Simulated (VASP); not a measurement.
The system is TePb.

```
CELL_PARAMETERS angstrom
0.00000 3.64149 3.64149
3.64149 0.00000 3.64149
3.64149 3.64149 0.00000
ATOMIC_POSITIONS crystal
Pb 0.00000 0.00000 0.00000
Te 0.25000 0.25000 0.25000
```

Base run:

| Item | Value |
| --- | --- |
| Program | VASP 6.6.1 |
| Functional | PBE |
| Potentials or basis | VASP PAW PBE potentials, release 64 (Pb_d, Te) |
| Cutoff | 520 eV |
| k mesh | 4 × 4 × 4 |
| Occupations | gaussian, width 0.01 eV |
| Spin | no spin polarisation |

Its results: band gap on the k mesh 0.59 eV, indirect (least direct gap 1.19 eV); pressure 0.5 GPa.

Question: The run is repeated on the same cell with these changes: k mesh from 4 × 4 × 4 to 6 × 6 × 6; occupations from gaussian, width 0.01 eV to fermi-dirac, width 0.02 eV. What comes out?

Answer: Band gap on the k mesh 0.74 eV, indirect (least direct gap 1.19 eV); pressure 0.5 GPa.

Caveats: spin-orbit coupling is left out, which moves the levels of the heavy elements.

A k mesh can miss the band edges.
